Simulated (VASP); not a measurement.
Runs of VASP 6.6.1 on HfN. The structure is that of space group P6_3/mmc (No. 194), or close to it. The cells are those of the table. 

| task | cell | k mesh | cutoff (eV) | gap on the mesh (eV) | pressure (GPa) |
| --- | --- | --- | --- | --- | --- |
| single point | a = 3.190, b = 3.190, c = 5.345 Å, angles 90.0, 90.0, 120.0°, 4 atoms | 18 × 18 × 10 | 520 | none | -10.1 |
| relaxation of cell and atoms | relaxed to 40 GPa from a = 3.009, b = 3.009, c = 5.189 Å, angles 90.0, 90.0, 120.0°, 4 atoms | 18 × 18 × 8 | 600 | none | 40.0 |
| single point | a = 3.109, b = 3.109, c = 5.360 Å, angles 90.0, 90.0, 120.0°, 4 atoms | 18 × 18 × 8 | 520 | none | (a) |
| relaxation of cell and atoms | relaxed to 2 GPa from a = 3.107, b = 3.107, c = 5.356 Å, angles 90.0, 90.0, 120.0°, 4 atoms | 18 × 18 × 8 | 600 | none | 2.0 |
| single point | a = 3.253, b = 3.253, c = 5.262 Å, angles 90.0, 90.0, 120.0°, 4 atoms | 18 × 18 × 10 | 520 | none | -15.2 |
| single point | a = 3.010, b = 3.010, c = 5.197 Å, angles 90.0, 90.0, 120.0°, 4 atoms | 18 × 18 × 8 | 520 | none | (b) |
| single point | a = 3.120, b = 3.120, c = 5.378 Å, angles 90.0, 90.0, 120.0°, 4 atoms | 18 × 18 × 8 | 520 | none | 0.0 |
| single point | a = 3.093, b = 3.093, c = 5.332 Å, angles 90.0, 90.0, 120.0°, 4 atoms | 18 × 18 × 8 | 520 | none | 7.9 |

Alike in all rows: level PBEsol; potentials or basis VASP PAW PBE potentials, release 64 (Hf_pv, N); no spin polarisation; smearing gaussian 0.1 eV.

Task: Fill in the values left out.

Result: (a) 3.0; (b) 38.0.

Caveats: the PAW data sets were made with another functional, which shifts forces and pressure a little; spin-orbit coupling is left out, which moves the levels of the heavy elements; the cell stands under tension (at least some runs); the cell is relaxed towards a set pressure, so the run minimises the enthalpy, not the energy (at least some runs); the cell stands under pressure (at least some runs).

A k mesh can miss the band edges, and the runs leave out spin-orbit coupling on Hf.

A gap of «none» marks levels without a gap at the run's occupations.
